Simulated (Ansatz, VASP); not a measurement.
## SnO2 in VASP and in Ansatz

```
CELL_PARAMETERS angstrom
3.59341 0.00000 0.00000
0.00000 3.59341 0.00000
0.00000 0.00000 5.53328
ATOMIC_POSITIONS crystal
Sn 0.50000 0.50000 0.50000
Sn 0.00000 0.00000 0.00000
O 0.00000 0.50000 0.67683
O 0.50000 0.00000 0.82317
O 0.50000 0.00000 0.32317
O 0.00000 0.50000 0.17683
```

Alike in both runs: task relaxation of cell and atoms; functional PBE; k mesh 8 × 8 × 6; occupations gaussian, width 0.02 eV; no spin polarisation.

|  | VASP | Ansatz |
| --- | --- | --- |
| version | VASP 6.6.1 | Ansatz 0.2.0 |
| potentials or method | VASP PAW PBE potentials, release 64 (Sn_d, O), cutoff 600 eV | scalar-relativistic, plane waves, PAW |
| valence electrons in the cell | 52 | 52 |

```csv
,VASP,Ansatz,Ansatz less VASP
"gap on the k mesh at the Fermi level, each at its own relaxed structure (eV)",0.74,0.79,+0.040
relaxed volume (Å³/atom),11.89,11.90,+0.013
relaxed cell length with the largest relative difference (Å),5.513,5.532,+0.0187
```
